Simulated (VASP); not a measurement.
Input of a VASP 6.6.1 run:

Contents of INCAR:

```
SYSTEM = NaGeBr3
  ALGO = Normal
  EDIFF = 1E-7
  ENCUT = 520
  GGA = PE
  ISIF = 2
  ISMEAR = -1
  LASPH = .True.
  LCHARG = .True.
  LELF = .True.
  LREAL = .False.
  LVHAR = .True.
  LWAVE = .False.
  NBANDS = 29
  NELM = 60
  PREC = Accurate
  SIGMA = 0.02
```

The input KPOINTS:

```
k-points
0
Gamma
  6 6 6
  0 0 0
```

Contents of POSCAR:

```
NaGeBr3
1.0
    5.5553114036      0.0000000000      0.0000000000
    0.0000000000      5.5553114036      0.0000000000
    0.0000000000      0.0000000000      5.5553114036
Na Ge Br
1 1 3
Direct
    0.0000000000      0.0000000000      0.0000000000
    0.5000000000      0.5000000000      0.5000000000
    0.5000000000      0.5000000000      0.0000000000
    0.5000000000      0.0000000000      0.5000000000
    0.0000000000      0.5000000000      0.5000000000
```

Potentials or basis: VASP PAW PBE potentials, release 64 (Na_pv, Ge_d, Br).

Run with:

```sh
$ cat potpaw_PBE.64/Na_pv/POTCAR potpaw_PBE.64/Ge_d/POTCAR potpaw_PBE.64/Br/POTCAR > POTCAR
$ mpirun -np 1 vasp_std > vasp.out
```

Q: What does it give for the pressure?

A: -0.6 GPa.

Q: What does it give for the band gap on the k mesh?

A: 0.64 eV, direct.

Caveat: the cell differs from its parent crystal (strain +1.5%). A k mesh can miss the band edges.
